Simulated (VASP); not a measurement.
AgCl: single point with PBE

The system is AgCl.

```
CELL_PARAMETERS angstrom
1.89326 -5.80904 0.00000
1.89326 5.80904 0.00000
0.00000 0.00000 3.89433
ATOMIC_POSITIONS crystal
Ag 0.39398 0.60602 0.75000
Ag 0.60602 0.39398 0.25000
Cl 0.86646 0.13354 0.25000
Cl 0.13354 0.86646 0.75000
```

```json
{"Program": "VASP 6.6.1", "Task": "single point", "Functional": "PBE", "Potentials or basis": "VASP PAW PBE potentials, release 64 (Ag, Cl)", "Cutoff": "520 eV", "k mesh": "6 × 6 × 6", "Occupations": "fermi-dirac, width 0.02 eV", "Spin": "no spin polarisation"}
```

```yaml
Pressure: -0.1 GPa
Largest_force: 0.006 eV/Å
Band_gap_on_the_k_mesh: 0.42 eV (least direct gap 2.08 eV)
```

Forces on the atoms (eV/Å):
```
Ag   0.000  0.001  0.000
Ag   0.000 -0.001  0.000
Cl   0.000 -0.006  0.000
Cl   0.000  0.006  0.000
```

Levels at points of the mesh, in eV from the valence-band top:
| k point | band 16 | band 17 | band 18 | band 19 | band 20 | band 21 |
| --- | --- | --- | --- | --- | --- | --- |
| (0.00, 0.00, 0.00) | -1.78 | -1.77 | -1.66 | 0.42 | 3.01 | 7.20 |
| (0.50, 0.00, 0.00) | -1.11 | -0.05 | 0.00 | 3.06 | 5.10 | 5.82 |
| (0.50, 0.50, 0.00) | -1.79 | -1.64 | -1.64 | 1.81 | 3.19 | 6.20 |
| (0.00, 0.00, 0.50) | -1.35 | -0.08 | -0.08 | 4.28 | 4.28 | 6.66 |
| (0.50, 0.00, 0.50) | -2.08 | -1.57 | -1.57 | 2.64 | 2.64 | 7.16 |
| (0.50, 0.50, 0.50) | -0.95 | -0.10 | -0.10 | 3.62 | 3.62 | 6.52 |

Run time: 3.4 min on 1 thread of Oxide Virtual Turin-like Processor, with other jobs on the host, peak memory 0.26 GiB.

A k mesh can miss the band edges.
